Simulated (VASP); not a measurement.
Set up this calculation in VASP 6.6.1, as the native input.

- Task: single point
- Functional: r2SCAN
- Potentials or basis: VASP PAW PBE potentials, release 64 (Si, C)
- Cutoff: 520 eV
- k mesh: 10 × 10 × 10
- Occupations: gaussian, width 0.01 eV
- Spin: no spin polarisation
- Dipole correction: no
- Further INCAR settings: ALGO = Normal; EDIFF = 1e-06; NBANDS = 11

Crystal: SiC.

```xyz
2
Lattice="2.1673 2.1673 0.0000 -2.1673 2.1673 0.0000 0.0000 2.1673 2.1850" Properties=species:S:1:pos:R:3 pbc="T T T"
Si    0.0000    0.0000    0.0000
C     1.0836    3.2509    1.0925
```

This cell differs from its parent crystal: film at in-plane strain -0.005.

These files were run (other wordings do the same):

POSCAR

```
SiC
1.0
    2.1672791796      2.1672791796      0.0000000000
   -2.1672791796      2.1672791796      0.0000000000
    0.0000000000      2.1672791796      2.1850491410
Si C
1 1
Direct
    0.0000000000      0.0000000000      0.0000000000
    0.7500000000      0.2500000000      0.5000000000
```

INCAR.step1

```
ALGO     = Normal         # electronic algorithm
EDIFF    = 1E-4           # SCF threshold, eV
ENCUT    = 520            # plane-wave cutoff, eV
GGA      = PE             # functional
ISMEAR   = 0              # smearing method
LASPH    = True           # aspherical terms in the spheres
LCHARG   = False          # write CHGCAR
LREAL    = False          # projectors in reciprocal space
LWAVE    = True           # write WAVECAR
NBANDS   = 11             # bands
NELM     = 100            # most SCF steps
PREC     = Accurate       # precision mode
SIGMA    = 0.01           # smearing width, eV
```

INCAR.step2

```
ALGO     = Normal         # electronic algorithm
EDIFF    = 1E-6           # SCF threshold, eV
ENCUT    = 520            # plane-wave cutoff, eV
ISIF     = 2              # what is computed and relaxed
ISMEAR   = 0              # smearing method
ISTART   = 1            
LASPH    = True           # aspherical terms in the spheres
LCHARG   = False          # write CHGCAR
LMIXTAU  = True         
LREAL    = False          # projectors in reciprocal space
LWAVE    = False          # write WAVECAR
METAGGA  = R2SCAN         # meta-GGA
NBANDS   = 11             # bands
NELM     = 100            # most SCF steps
PREC     = Accurate       # precision mode
SIGMA    = 0.01           # smearing width, eV
```

KPOINTS

```
k-points
0
Gamma
  10 10 10
```

Potentials or basis: VASP PAW PBE potentials, release 64 (Si, C).

Launch:

```console
$ cat potpaw_PBE.64/Si/POTCAR potpaw_PBE.64/C/POTCAR > POTCAR
$ cp INCAR.step1 INCAR
$ mpirun -np 1 vasp_std > vasp.out
$ cp INCAR.step2 INCAR
$ mpirun -np 1 vasp_std > vasp.out
```

Results of the run:

The pressure is 1.4 GPa. The band gap on the k mesh is 1.67 eV (least direct gap 5.06 eV).

Caveat: the cell differs from its parent crystal (film at in-plane strain -0.005); the PAW data sets were made with another functional, which shifts forces and pressure a little.

Run time: 100 s on 1 thread of Intel Xeon 8259CL, on a shared host, peak memory 0.15 GiB.
